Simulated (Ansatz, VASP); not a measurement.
# One calculation of Si, two programs

POSCAR

```
Si
1.0
    3.8401748450      0.0000000000      0.0000000000
   -1.9200874225      3.3256889707      0.0000000000
    0.0000000000      0.0000000000     12.6236709012
Si
8
Direct
    0.0000000000      0.0000000000      0.0005516776
    0.3333333333      0.6666666667      0.2496687367
    0.0000000000      0.0000000000      0.5005516776
    0.6666666667      0.3333333333      0.7496687367
    0.0000000000      0.0000000000      0.1869483224
    0.3333333333      0.6666666667      0.4378312633
    0.0000000000      0.0000000000      0.6869483224
    0.6666666667      0.3333333333      0.9378312633
```

Contents of INCAR.step1:

```
SYSTEM = Si
ALGO = Normal ; EDIFF = 1E-4
ENCUT = 520 ; GGA = PE
ISMEAR = 0 ; LASPH = .TRUE.
LCHARG = .FALSE. ; LREAL = .FALSE.
LWAVE = .TRUE. ; NBANDS = 26
NELM = 100 ; PREC = Accurate
SIGMA = 0.01
```

Contents of INCAR.step2:

```
SYSTEM = Si
ALGO = Normal ; EDIFF = 1E-7
ENCUT = 520 ; ISIF = 2
ISMEAR = 0 ; ISTART = 1
LASPH = .TRUE. ; LCHARG = .TRUE.
LELF = .TRUE. ; LMIXTAU = .TRUE.
LREAL = .FALSE. ; LVHAR = .TRUE.
LWAVE = .FALSE. ; METAGGA = R2SCAN
NBANDS = 26 ; NELM = 100
PREC = Accurate ; SIGMA = 0.01
```

KPOINTS

```
k-points
0
G
  6 6 2
  0 0 0
```

Input for Ansatz:

```yaml
crystal:
  lattice:
    - [3.840174845, 0.0, 0.0]
    - [-1.9200874225, 3.3256889707, 0.0]
    - [0.0, 0.0, 12.6236709012]
  atoms:
    - { symbol: Si, position: [0.0, 0.0, 0.0005516776] }
    - { symbol: Si, position: [0.3333333333, 0.6666666667, 0.2496687367] }
    - { symbol: Si, position: [0.0, 0.0, 0.5005516776] }
    - { symbol: Si, position: [0.6666666667, 0.3333333333, 0.7496687367] }
    - { symbol: Si, position: [0.0, 0.0, 0.1869483224] }
    - { symbol: Si, position: [0.3333333333, 0.6666666667, 0.4378312633] }
    - { symbol: Si, position: [0.0, 0.0, 0.6869483224] }
    - { symbol: Si, position: [0.6666666667, 0.3333333333, 0.9378312633] }
kpoints:
  mp_grid: { grid: [6, 6, 2] }
hamiltonian:
  xc: r2scan
scf:
  occupations: { method: fixed }
  n_extra_bands: 6
output:
  forces: true
  stress: true
  eigenvalues: true
```

Alike in both runs: task single point; functional r2SCAN; k mesh 6 × 6 × 2; no spin polarisation.

|  | VASP | Ansatz |
| --- | --- | --- |
| version | VASP 6.6.1 | Ansatz 0.2.0 |
| potentials or method | VASP PAW PBE potentials, release 64 (Si) | plane waves, PAW |
| plane-wave cutoff (eV) | 520 | 500 |
| occupations | gaussian, width 0.01 eV | fixed |
| valence electrons in the cell | 32 | 32 |

|  | VASP | Ansatz | Ansatz less VASP |
| --- | --- | --- | --- |
| gap on the k mesh at the Fermi level (eV) | 0.78 | 0.77 | -0.015 |
| pressure (GPa) | -0.2 | 0.0 | +0.23 |
| traceless stress, the component that is largest in VASP (GPa) | -0.16 | -0.15 | +0.002 |
| rms of the force components (eV/Å) | 0.004 | 0.004 | -0.0003 |

VASP's potentials were made for PBE, not for r2SCAN. Atom by atom the forces differ by 0.000 eV/Å (rms over components).
